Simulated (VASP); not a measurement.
Input of a VASP 6.6.1 run:

File POSCAR:

```
ZnS
1.0
    3.8445837916      0.0000000000      0.0000000000
   -1.9222918958      3.3295072305      0.0000000000
    0.0000000000      0.0000000000      6.3072508665
Zn S
2 2
Direct
    0.3333333333      0.6666666667      0.0003440772
    0.6666666667      0.3333333333      0.5003440772
    0.3333333333      0.6666666667      0.3746559228
    0.6666666667      0.3333333333      0.8746559228
```

Contents of INCAR.step1:

```
SYSTEM = ZnS
ALGO = Normal ; EDIFF = 1E-4
ENCUT = 520 ; GGA = PE
ISMEAR = 0 ; LASPH = .TRUE.
LCHARG = .FALSE. ; LREAL = .FALSE.
LWAVE = .TRUE. ; NBANDS = 26
NELM = 100 ; PREC = Accurate
SIGMA = 0.02
```

Contents of INCAR.step2:

```
SYSTEM = ZnS
ALGO = Normal ; EDIFF = 1E-6
ENCUT = 520 ; ISIF = 2
ISMEAR = 0 ; ISTART = 1
LASPH = .TRUE. ; LCHARG = .FALSE.
LMIXTAU = .TRUE. ; LREAL = .FALSE.
LWAVE = .FALSE. ; METAGGA = R2SCAN
NBANDS = 26 ; NELM = 100
PREC = Accurate ; SIGMA = 0.02
```

The input KPOINTS:

```
k-points
0
G
  6 6 4
  0 0 0
```

Potentials or basis: VASP PAW PBE potentials, release 64 (Zn, S).

The run is started by

```console
$ cat potpaw_PBE.64/Zn/POTCAR potpaw_PBE.64/S/POTCAR > POTCAR
$ cp INCAR.step1 INCAR
$ mpirun -np 1 vasp_std > vasp.out
$ cp INCAR.step2 INCAR
$ mpirun -np 1 vasp_std > vasp.out
```

Problem. What does it give for the pressure?

Solution. -2.2 GPa.

Problem. Estimate the band gap on the k mesh.

Solution. 2.64 eV.

Forces in eV/Å, atoms in the order of the input:
```
Zn   0.000  0.000 -0.016
Zn   0.000  0.000 -0.016
S    0.000  0.000  0.016
S    0.000  0.000  0.016
```

Caveat: the cell differs from its parent crystal (equal strain along all axes, cell held: +1.0 %, then relaxed in part); the PAW data sets were made with another functional, which shifts forces and pressure a little.
